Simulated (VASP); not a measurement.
Crystal: CuO.

```
CELL_PARAMETERS angstrom
3.28802 0.00000 0.00000
-1.64401 2.84751 0.00000
0.00000 0.00000 5.38502
ATOMIC_POSITIONS crystal
Cu 0.66667 0.33333 0.00000
Cu 0.33333 0.66667 0.50000
O 0.66667 0.33333 0.62520
O 0.33333 0.66667 0.12520
```

Base run:

```yaml
Program: VASP 6.6.1
Functional: PBEsol
Potentials_or_basis: VASP PAW PBE potentials, release 64 (Cu, O)
Cutoff: 520 eV
k_mesh: 9 × 9 × 5
Occupations: fermi-dirac, width 0.05 eV
Spin: no spin polarisation
```

Its results: band gap on the k mesh zero (bands 17 and 18 overlap by 1.33 eV); pressure -14.7 GPa; largest force 0.069 eV/Å.

Question: The run is repeated on the same cell with these changes: further incar settings from ALGO = Normal; EDIFF = 1e-06; NBANDS = 25 to ALGO = Normal; EDIFF = 1e-07; NBANDS = 25; hubbard terms from none to Cu d U = 5.3 eV. What comes out?

Answer: Band gap on the k mesh zero (bands 17 and 18 overlap by 1.44 eV); pressure -16.2 GPa; largest force 0.028 eV/Å.

Caveats: the cell stands under tension; the PAW data sets were made with another functional, which shifts forces and pressure a little; semilocal functionals often make such compounds metallic where correlation or magnetic order opens a gap, which also shifts bond lengths (at least some runs); U without spin polarisation on a metal has little footing (at least some runs).
